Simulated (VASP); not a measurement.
Input of a VASP 6.6.1 run:

The input INCAR:

```
PREC = Accurate
ENCUT = 520
EDIFF = 1E-6
ISMEAR = 0
SIGMA = 0.05
LREAL = F
LASPH = T
NELM = 60
ALGO = Normal
ISIF = 2
LWAVE = F
LCHARG = T
GGA = PS
LELF = T
LVHAR = T
NBANDS = 18
```

The input KPOINTS:

```
Automatic mesh
0
Gamma
  12 12 12
```

POSCAR

```
RhC2
1.0
    0.0000000000      2.4574169975      2.4574169975
    2.4574169975      0.0000000000      2.4574169975
    2.4574169975      2.4574169975      0.0000000000
Rh C
1 2
Direct
    0.0000000000      0.0000000000      0.0000000000
    0.2500000000      0.2500000000      0.2500000000
    0.7500000000      0.7500000000      0.7500000000
```

Potentials or basis: VASP PAW PBE potentials, release 64 (Rh_pv, C).

Launch:

```bash
$ cat potpaw_PBE.64/Rh_pv/POTCAR potpaw_PBE.64/C/POTCAR > POTCAR
$ mpirun -np 1 vasp_std > vasp.out
```

Q: Predict the band gap on the k mesh.

A: Zero (an odd number of electrons rules out a gap without spin polarisation).

Q: What does it give for the pressure?

A: -5.4 GPa.

Caveat: the cell stands under tension; the PAW data sets were made with another functional, which shifts forces and pressure a little.
